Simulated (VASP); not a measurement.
PbSe (Clausthalite), 2 atoms in the cell. Symmetry: Fm-3m, No. 225, cubic system. The conventional cell has a = 6.121 Å, b = 6.121 Å, c = 6.121 Å, α = 90.00°, β = 90.00°, γ = 90.00°. Within 4.0 Å of Pb (site symmetry m-3m) lie 6 Se at 3.06 Å. Within 4.0 Å of Se (site symmetry m-3m) lie 6 Pb at 3.06 Å. 

```yaml
Program: VASP 6.6.1
Task: single point
Functional: r2SCAN
Dispersion: rVV10
Potentials_or_basis: VASP PAW PBE potentials, release 64 (Pb_d, Se)
Cutoff: 520 eV
k_mesh: 8 × 8 × 8
Occupations: fermi-dirac, width 0.05 eV
Spin: no spin polarisation
Dipole_correction: no
Further_INCAR_settings: ALGO = Normal; EDIFF = 1e-06; NBANDS = 17
```

Potentials or basis: VASP PAW PBE potentials, release 64 (Pb_d, Se).

Launch:

```sh
$ cat potpaw_PBE.64/Pb_d/POTCAR potpaw_PBE.64/Se/POTCAR > POTCAR
$ cp INCAR.step1 INCAR
$ mpirun -np 1 vasp_std > vasp.out
$ cp INCAR.step2 INCAR
$ mpirun -np 1 vasp_std > vasp.out
```

Hardware: 1 thread of Intel(R) Xeon(R) Platinum 8259CL CPU @ 2.50GHz (Skylake/Cascade Lake) (shared host).

Question: Estimate the wall time of this run.

Answer: It took 100 s on 1 thread of Intel(R) Xeon(R) Platinum 8259CL CPU @ 2.50GHz (Skylake/Cascade Lake), with other jobs on the host, peak memory 0.33 GiB. Counts: k points 29.
